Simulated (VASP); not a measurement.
# Fe (P6_3/mmc) in VASP: notebook, part 2 of 2

VASP 6.6.1. The steps go on from the part before.

### 4 Single point, BLYP, collinear spin, ferrimagnetic start (11.33 Å³/atom)

This run uses another cell than the first one, of 11.33 Å³/atom.

INCAR

```
SYSTEM = Fe
PREC = Accurate
ENCUT = 520
EDIFF = 1E-6
ISMEAR = -1
SIGMA = 0.05
LREAL = .False.
LASPH = .True.
NELM = 150
ALGO = Normal
ISIF = 2
LWAVE = .False.
LCHARG = .False.
ISPIN = 2
MAGMOM = 1.44 -1.095 -0.94 -0.94
LORBIT = 11
LMAXMIX = 4
GGA = B5
ALDAX = 1.0
AGGAX = 1.0
AGGAC = 1.0
ALDAC = 0.0
NBANDS = 28
```

KPOINTS

```
Automatic mesh
0
Gamma
  16 16 5
  0 0 0
```

POSCAR

```
Fe
1.0
    2.5185384485      0.0000000000      0.0000000000
   -1.2592692243      2.1811182768      0.0000000000
    0.0000000000      0.0000000000      8.2531257776
Fe
4
Direct
    0.0000000000      0.0000000000      0.0000000000
    0.0000000000      0.0000000000      0.5000000000
    0.3333333333      0.6666666667      0.2500000000
    0.6666666667      0.3333333333      0.7500000000
```

Potentials or basis: VASP PAW PBE potentials, release 64 (Fe).

On the command line:

```sh
$ cat potpaw_PBE.64/Fe/POTCAR > POTCAR
$ mpirun -np 1 vasp_std > vasp.out
```

OUTCAR:

```text
SYSTEM = Fe
   PREC = Accurate
   ENCUT = 520
   EDIFF = 1E-6
   ISMEAR = -1
   LREAL = .False.
   LASPH = .True.
   NELM = 150
   ISIF = 2
   ISPIN = 2
   LORBIT = 11
   GGA = B5

 ion  position               nearest neighbor table
   1  0.000  0.000  0.000-   3 2.52   4 2.52   4 2.52   3 2.52   4 2.52   3 2.52
   2  0.000  0.000  0.500-   3 2.52   4 2.52   4 2.52   3 2.52   4 2.52   3 2.52
   3  0.333  0.667  0.250-   1 2.52   2 2.52   1 2.52   2 2.52   1 2.52   2 2.52
   4  0.667  0.333  0.750-   1 2.52   2 2.52   1 2.52   2 2.52   1 2.52   2 2.52

  LATTYP: Found a hexagonal cell.
 ALAT       =     2.5185384485
 C/A-ratio  =     3.2769504800

  Lattice vectors:

 A1 = (   2.5185384485,   0.0000000000,   0.0000000000)
 A2 = (  -1.2592692243,   2.1811182768,   0.0000000000)
 A3 = (   0.0000000000,   0.0000000000,   8.2531257776)

Analysis of symmetry for initial positions (statically):
=====================================================================
 Subroutine PRICEL returns:
 Original cell was already a primitive cell.

 Routine SETGRP: Setting up the symmetry group for a
 hexagonal supercell.

 Subroutine GETGRP returns: Found 24 space group operations
 (whereof 12 operations were pure point group operations)
 out of a pool of 24 trial point group operations.

The static configuration has the point symmetry D_3d.
 The point group associated with its full space group is D_6h.

Analysis of symmetry for dynamics (positions and initial velocities):
=====================================================================
 Subroutine PRICEL returns:
 Original cell was already a primitive cell.

 Routine SETGRP: Setting up the symmetry group for a
 hexagonal supercell.

 Subroutine GETGRP returns: Found 24 space group operations
 (whereof 12 operations were pure point group operations)
 out of a pool of 24 trial point group operations.

The dynamic configuration has the point symmetry D_3d.
 The point group associated with its full space group is D_6h.

Analysis of structural, dynamic, and magnetic symmetry:
=====================================================================
 Subroutine PRICEL returns:
 Original cell was already a primitive cell.

 Routine SETGRP: Setting up the symmetry group for a
 hexagonal supercell.

 Subroutine GETGRP returns: Found 12 space group operations
 (whereof 12 operations were pure point group operations)
 out of a pool of 24 trial point group operations.

The overall configuration has the point symmetry D_3d.

 Subroutine INISYM returns: Found 12 space group operations
 (whereof 12 operations are pure point group operations),
 and found     1 'primitive' translations

----------------------------------------------------------------------------------------

                                     Primitive cell

  volume of cell :      45.3363

  direct lattice vectors                    reciprocal lattice vectors
     2.518538449  0.000000000  0.000000000     0.397055681  0.229240205  0.000000000
    -1.259269224  2.181118277  0.000000000     0.000000000  0.458480409  0.000000000
     0.000000000  0.000000000  8.253125778     0.000000000  0.000000000  0.121166213

  length of vectors
     2.518538449  2.518538449  8.253125778     0.458480409  0.458480409  0.121166213

  position of ions in fractional coordinates (direct lattice)
[... 77 lines left out ...]
   ISPIN  =      2    spin polarized calculation?
   LNONCOLLINEAR =      F non collinear calculations
   LSORBIT =      F    spin-orbit coupling
   LASPH  =      T    aspherical Exc in radial PAW
   ENCUT  =  520.0 eV  38.22 Ry    6.18 a.u.   4.68  4.68 15.35*2*pi/ulx,y,z
   NELM   =    150;   NELMIN=  2; NELMDL= -5     # of ELM steps
   EDIFF  = 0.1E-05   stopping-criterion for ELM
   LREAL  =      F    real-space projection
   EDIFFG = 0.1E-04   stopping-criterion for IOM
   NSW    =      0    number of steps for IOM
   IBRION =     -1    ionic relax: 0-MD 1-quasi-New 2-CG
   NFREE  =      0    steps in history (QN), initial steepest desc. (CG)
   ISIF   =      2    stress and relaxation
   ISYM   =      2    0-nonsym 1-usesym 2-fastsym
   POTIM  = 0.5000    time-step for ionic-motion
   TEBEG  =    0.0;   TEEND  =   0.0 temperature during run
   PSTRESS=    0.0 pullay stress
   NELECT =      32.0000    total number of electrons
   NUPDOWN=      -1.0000    fix difference up-down
   EMIN   =  10.00;   EMAX   =-10.00  energy-range for DOS
   EFERMI =   0.00;   METHOD = LEGACY
   ISMEAR =    -1;   SIGMA  =   0.05  broadening in eV -4-tet -1-fermi 0-gaus
   EFERMI_NEDOS =   21; number of points for ismear=-14 and -15
   IALGO  =     38    algorithm
   IMIX   =      4    mixing-type and parameters
     AMIX     =   0.40;   BMIX     =  1.00
     AMIX_MAG =   1.60;   BMIX_MAG =  1.00
  volume/ion in A,a.u.               =      11.33        76.49
  Fermi-wavevector in a.u.,A,eV,Ry     =   1.457615  2.754492 28.907490  2.124641
  Thomas-Fermi vector in A             =   2.574395
   LORBIT       =     11    0 simple, 1 ext, 2 COOP (PROOUT), +10 PAW based schemes
   GGA     = B5    functional components
   LHFCALC =     F    Hartree Fock is set to
   AEXX    =    0.0000 exact exchange contribution
   IVDW    =     0    specifies the selected vdW correction
   LEPSILON=     F    determine dielectric tensor
   LRPA    =     F    only Hartree local field effects (RPA)
 spin polarized calculation
  energy-cutoff  :      520.00
  volume of cell :       45.34
 maximum number of plane-waves:      1237
 NGX is ok and might be reduce to    20
   NGX =  9   NGY =  9   NGZ = 31

 number of electron      31.9999989 magnetization      -1.8102078

 Free energy of the ion-electron system (eV)
  ---------------------------------------------------
  ext. energy  EPLUGINS =         0.00000000
  ---------------------------------------------------
  free energy    TOTEN  =       -28.13677461 eV

  energy without entropy =      -28.08774444  energy(sigma->0) =      -28.11225952

 E-fermi :   6.3605     XC(G=0): -12.5368

 val. band max:        6.3597485684   @ k =   0.4375   0.1250   0.2000
 cond. band min:       6.3631588453   @ k =  -0.2500  -0.4375   0.2000
 fundamental gap:      0.0034102769
 Fermi energy:         6.3605008425

 spin component 1

 k-point     1 :       0.0000    0.0000    0.0000
  band No.  band energies     occupation
      1      -1.8599      1.00000
      2       0.2640      1.00000
      3       0.3921      1.00000
      4       2.0278      1.00000
      5       4.1831      1.00000
      6       4.2193      1.00000
[... 733 lines left out ...]
     27      17.9880      0.00000
     28      18.7680      0.00000

 [... further k-points ...]

 spin component 2

 k-point     1 :       0.0000    0.0000    0.0000
  band No.  band energies     occupation
      1      -1.8870      1.00000
      2       0.2678      1.00000
      3       0.2909      1.00000
      4       1.8638      1.00000
      5       4.0992      1.00000
      6       4.2553      1.00000
[... 733 lines left out ...]
     27      17.8253      0.00000
     28      18.6640      0.00000

 [... further k-points ...]
[... 5 lines left out ...]
  --------------------------------------------------------------------------------------
  -------------------------------------------------------------------------------------
  Total       -1.0520886     -1.0520886     -1.0441461      0.0000000      0.0000000      0.0000000
  in kB      -37.1806202    -37.1806202    -36.8999333      0.0000000      0.0000000      0.0000000
  external PRESSURE =     -37.0870579 kB  Pullay stress =       0.0000000 kB

 VOLUME and BASIS-vectors are now :
 -----------------------------------------------------------------------------
  energy-cutoff  :      520.00
  volume of cell :       45.34
      direct lattice vectors                 reciprocal lattice vectors
     2.518538449  0.000000000  0.000000000     0.397055681  0.229240205  0.000000000
    -1.259269224  2.181118277  0.000000000     0.000000000  0.458480409  0.000000000
     0.000000000  0.000000000  8.253125778     0.000000000  0.000000000  0.121166213

 POSITION                                       TOTAL-FORCE (eV/Angst)
 -----------------------------------------------------------------------------------
      0.00000      0.00000      0.00000        -0.000000      0.000000     -0.000000
      0.00000      0.00000      4.12656        -0.000000      0.000000     -0.000000
     -0.00000      1.45408      2.06328        -0.000000      0.000000      0.145756
      1.25927      0.72704      6.18984         0.000000     -0.000000     -0.145756
 -----------------------------------------------------------------------------------
    total drift:                                0.000000     -0.000000      0.000000

  FREE ENERGIE OF THE ION-ELECTRON SYSTEM (eV)
  ---------------------------------------------------
  free  energy   TOTEN  =       -28.1367746117 eV

  energy  without entropy=      -28.0877444368  energy(sigma->0) =      -28.11225952

 total charge

# of ion       s       p       d       tot
------------------------------------------
    1        0.491   0.522   6.283   7.295
    2        0.488   0.514   6.309   7.311
    3        0.490   0.518   6.307   7.315
    4        0.490   0.518   6.307   7.315
--------------------------------------------------
tot          1.960   2.072  25.205  29.237

 magnetization (x)

# of ion       s       p       d       tot
------------------------------------------
    1        0.008   0.009   1.777   1.794
    2        0.006   0.023  -1.460  -1.432
    3        0.002   0.006  -1.090  -1.082
    4        0.002   0.006  -1.090  -1.082
--------------------------------------------------
tot          0.018   0.043  -1.864  -1.802
```

Run time: 15 min. Hardware: 1 thread of Oxide Virtual Turin-like, shared host; peak memory 0.31 GiB.

Results:

```yaml
Free_energy: -28.1368 eV
Pressure: -3.7 GPa
Largest_force: 0.146 eV/Å
Net_moment: -1.81 μB per cell
Site_moments: Fe +1.79, -1.43, -1.08 (each value once) μB
Valence_electrons_inside_the_program's_atomic_spheres: Fe 7.29, 7.31, 7.32 (each value once)
```

Forces on the atoms (eV/Å):
```
Fe   0.000  0.000  0.000
Fe   0.000  0.000  0.000
Fe   0.000  0.000  0.146
Fe   0.000  0.000 -0.146
```

Caveat: the cell stands under tension; the PAW data sets were made with another functional, which shifts forces and pressure a little.

### 5 Single point, BLYP, collinear spin, ferrimagnetic start (11.77 Å³/atom)

This run uses another cell than the first one, of 11.77 Å³/atom.

INCAR

```
SYSTEM = Fe
  AGGAC = 1.0
  AGGAX = 1.0
  ALDAC = 0.0
  ALDAX = 1.0
  ALGO = Normal
  EDIFF = 1E-6
  ENCUT = 520
  GGA = B5
  ISIF = 2
  ISMEAR = -1
  ISPIN = 2
  LASPH = .True.
  LCHARG = .False.
  LMAXMIX = 4
  LORBIT = 11
  LREAL = .False.
  LWAVE = .False.
  MAGMOM = 1.44 -1.095 -0.94 -0.94
  NBANDS = 28
  NELM = 150
  PREC = Accurate
  SIGMA = 0.05
```

KPOINTS

```
k-points
0
Gamma
  16 16 5
  0 0 0
```

POSCAR

```
Fe
1.0
    2.5504220667      0.0000000000      0.0000000000
   -1.2752110334      2.2087303002      0.0000000000
    0.0000000000      0.0000000000      8.3576068157
Fe
4
Direct
    0.0000000000      0.0000000000      0.0000000000
    0.0000000000      0.0000000000      0.5000000000
    0.3333333333      0.6666666667      0.2500000000
    0.6666666667      0.3333333333      0.7500000000
```

On the command line:

```sh
$ cat potpaw_PBE.64/Fe/POTCAR > POTCAR
$ mpirun -np 1 vasp_std > vasp.out
```

Wall time 22 min (1 thread of Oxide Virtual Turin-like, shared host); peak memory 0.32 GiB.

It converged, with:

```yaml
Free_energy: -28.0907 eV
Pressure: -2.9 GPa
Largest_force: 0.324 eV/Å
Net_moment: -3.59 μB per cell
Site_moments: Fe +1.99, -2.22, -1.67 (each value once) μB
Valence_electrons_inside_the_program's_atomic_spheres: Fe 7.22, 7.24, 7.25 (each value once)
```

Forces in eV/Å, atoms in the order of the input:
```
Fe   0.000  0.000  0.000
Fe   0.000  0.000  0.000
Fe   0.000  0.000 -0.324
Fe   0.000  0.000  0.324
```

Stress tensor (GPa, compression positive):
```
-5.00  0.00  0.00
 0.00 -5.00  0.00
 0.00  0.00  1.36
```

Levels at points of the mesh, in eV from the Fermi level:
Spin up:
```
           k point  band 12  band 13  band 14  band 15  band 16  band 17
(0.00, 0.00, 0.00)    -0.33    -0.33    -0.30    -0.30    -0.21    -0.21
(0.50, 0.00, 0.00)    -0.25     0.07     0.52     1.03     1.08     1.56
```
Spin down:
```tsv
k point	band 16	band 17	band 18	band 19	band 20	band 21
(0.00, 0.00, 0.00)	-0.94	-0.94	-0.74	-0.74	-0.06	-0.06
(0.50, 0.00, 0.00)	0.11	0.35	0.55	0.76	0.90	1.75
```

Caveat: the stress differs along the axes, from -5 to 1 GPa; the PAW data sets were made with another functional, which shifts forces and pressure a little.

### 6 Single point, BLYP, collinear spin, ferrimagnetic start (10.46 Å³/atom)

This run uses another cell than the first one, of 10.46 Å³/atom.

INCAR

```
PREC     = Accurate       # precision mode
ENCUT    = 520            # plane-wave cutoff, eV
EDIFF    = 1E-7           # SCF threshold, eV
ISMEAR   = -1             # smearing method
SIGMA    = 0.05           # smearing width, eV
LREAL    = F              # projectors in reciprocal space
LASPH    = T              # aspherical terms in the spheres
NELM     = 150            # most SCF steps
ALGO     = Normal         # electronic algorithm
ISIF     = 2              # what is computed and relaxed
LWAVE    = F              # write WAVECAR
LCHARG   = T              # write CHGCAR
ISPIN    = 2              # spin polarisation
MAGMOM   = 1.44 -1.095 -0.94 -0.94 # initial moments
LORBIT   = 11             # projections on sites
LMAXMIX  = 4              # l up to which the mixer works
GGA      = B5             # functional
ALDAX    = 1.0          
AGGAX    = 1.0          
AGGAC    = 1.0          
ALDAC    = 0.0          
LELF     = T              # ELF
LVHAR    = T            
NBANDS   = 28             # bands
```

KPOINTS

```
regular mesh
0
Gamma
  16 16 5
```

POSCAR

```
Fe
1.0
    2.4522300866      0.0000000000      0.0000000000
   -1.2261150433      2.1236935509      0.0000000000
    0.0000000000      0.0000000000      8.0358365592
Fe
4
Direct
    0.0000000000      0.0000000000      0.0000000000
    0.0000000000      0.0000000000      0.5000000000
    0.3333333333      0.6666666667      0.2500000000
    0.6666666667      0.3333333333      0.7500000000
```

Potentials or basis: VASP PAW PBE potentials, release 64 (Fe).

On the command line:

```sh
$ cat potpaw_PBE.64/Fe/POTCAR > POTCAR
$ mpirun -np 1 vasp_std > vasp.out
```

Run time: 7.6 min. Hardware: 1 thread of Oxide Virtual Turin-like, shared host; peak memory 0.29 GiB.

It converged, with:

| Item | Value |
| --- | --- |
| Free energy | -28.0850 eV |
| Pressure | 10.1 GPa |
| Largest force | 0.094 eV/Å |
| Net moment | -1.36 μB per cell |
| Site moments | Fe +1.10, -0.91, -0.77 (each value once) μB |
| Valence electrons inside the program's atomic spheres | Fe 7.47, 7.48 (each value once) |

Forces on the atoms (eV/Å):
```
Fe   0.000  0.000  0.000
Fe   0.000  0.000  0.000
Fe   0.000  0.000  0.094
Fe   0.000  0.000 -0.094
```

Stress tensor (GPa, compression positive):
```
11.00  0.00  0.00
 0.00 11.00  0.00
 0.00  0.00  8.18
```

Levels at points of the mesh, in eV from the Fermi level:
Spin up:
```tsv
k point	band 13	band 14	band 15	band 16	band 17	band 18
(0.00, 0.00, 0.00)	-1.09	-1.06	-1.06	-0.62	-0.62	0.32
(0.50, 0.00, 0.00)	-0.04	0.43	1.05	1.11	1.30	1.30
```
Spin down:
```tsv
k point	band 12	band 13	band 14	band 15	band 16	band 17	band 18	band 19	band 20	band 21
(0.00, 0.00, 0.00)	-1.69	-1.69	-1.23	-1.23	-0.68	-0.68	-0.50	-0.50	0.20	0.20
(0.50, 0.00, 0.00)	-1.01	-0.60	0.50	0.64	0.70	0.77	0.93	0.94	0.99	1.51
```

Caveat: the cell stands under pressure; the PAW data sets were made with another functional, which shifts forces and pressure a little.

### 7 The runs side by side

```tsv
cell	k mesh	gap on the mesh (eV)	pressure (GPa)	moment (μB)	largest force (eV/Å)
a = 2.486, b = 2.486, c = 8.146 Å, angles 90.0, 90.0, 120.0°, 4 atoms	19 × 19 × 5	none	0.4	1.29	-
a = 2.418, b = 2.418, c = 7.923 Å, angles 90.0, 90.0, 120.0°, 4 atoms	16 × 16 × 5	none	21.2	1.16	0.03
a = 2.519, b = 2.519, c = 8.253 Å, angles 90.0, 90.0, 120.0°, 4 atoms	16 × 16 × 5	none	-3.7	1.81	0.15
a = 2.550, b = 2.550, c = 8.358 Å, angles 90.0, 90.0, 120.0°, 4 atoms	16 × 16 × 5	none	-2.9	3.59	0.32
a = 2.452, b = 2.452, c = 8.036 Å, angles 90.0, 90.0, 120.0°, 4 atoms	16 × 16 × 5	none	10.1	1.36	0.09
```

Alike in all rows: task single point; level BLYP; potentials or basis VASP PAW PBE potentials, release 64 (Fe); spin collinear, ferrimagnetic start; cutoff (eV) 520; smearing fermi-dirac 0.05 eV.

Caveats: the PAW data sets were made with another functional, which shifts forces and pressure a little; the stress differs along the axes, from 18 to 23 GPa (at least some runs); the cell stands under tension (at least some runs); the stress differs along the axes, from -5 to 1 GPa (at least some runs); the cell stands under pressure (at least some runs).

Total energies depend on the potentials used, so only differences within one code and one set of settings carry meaning.
